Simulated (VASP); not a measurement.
Set up this calculation in VASP 6.6.1, as the native input.

```yaml
Task: single point
Functional: PBE
Potentials_or_basis: VASP PAW PBE potentials, release 64 (K_sv, Mo_sv, C)
Cutoff: 520 eV
k_mesh: 10 × 10 × 4
Occupations: gaussian, width 0.1 eV
Spin: no spin polarisation
Dipole_correction: no
Further_INCAR_settings: ALGO = Fast; EDIFF = 1e-06; NBANDS = 36
```

The structure of KMoC lies in POSCAR:

```
KMoC
1.0
    4.1149488431      0.0000000000      0.0000000000
    0.0000000000      4.1149488431      0.0000000000
    0.0000000000      0.0000000000     10.3341095910
K Mo C
2 2 2
Direct
    0.5000000000      0.0000000000      0.2942472735
    0.0000000000      0.5000000000      0.7057527265
    0.5000000000      0.0000000000      0.9782705367
    0.0000000000      0.5000000000      0.0217294633
    0.0000000000      0.0000000000      0.0000000000
    0.5000000000      0.5000000000      0.0000000000
```

The input as run:

INCAR

```
PREC     = Accurate       # precision mode
ENCUT    = 520            # plane-wave cutoff, eV
EDIFF    = 1E-6           # SCF threshold, eV
ISMEAR   = 0              # smearing method
SIGMA    = 0.1            # smearing width, eV
LREAL    = False          # projectors in reciprocal space
LASPH    = True           # aspherical terms in the spheres
NELM     = 100            # most SCF steps
ALGO     = Fast           # electronic algorithm
ISIF     = 2              # what is computed and relaxed
LWAVE    = False          # write WAVECAR
LCHARG   = False          # write CHGCAR
GGA      = PE             # functional
NBANDS   = 36             # bands
```

KPOINTS

```
Automatic mesh
0
Gamma
  10 10 4
```

Potentials or basis: VASP PAW PBE potentials, release 64 (K_sv, Mo_sv, C).

Launch:

```bash
$ cat potpaw_PBE.64/K_sv/POTCAR potpaw_PBE.64/Mo_sv/POTCAR potpaw_PBE.64/C/POTCAR > POTCAR
$ mpirun -np 1 vasp_std > vasp.out
```

It gave:

- Pressure: 0.1 GPa
- Largest force: 0.020 eV/Å
- Band gap on the k mesh: zero (bands 27 and 28 overlap by 1.24 eV)

Run time: 17 min on 1 thread of Oxide Virtual Turin-like Processor (shared host), peak memory 0.47 GiB.
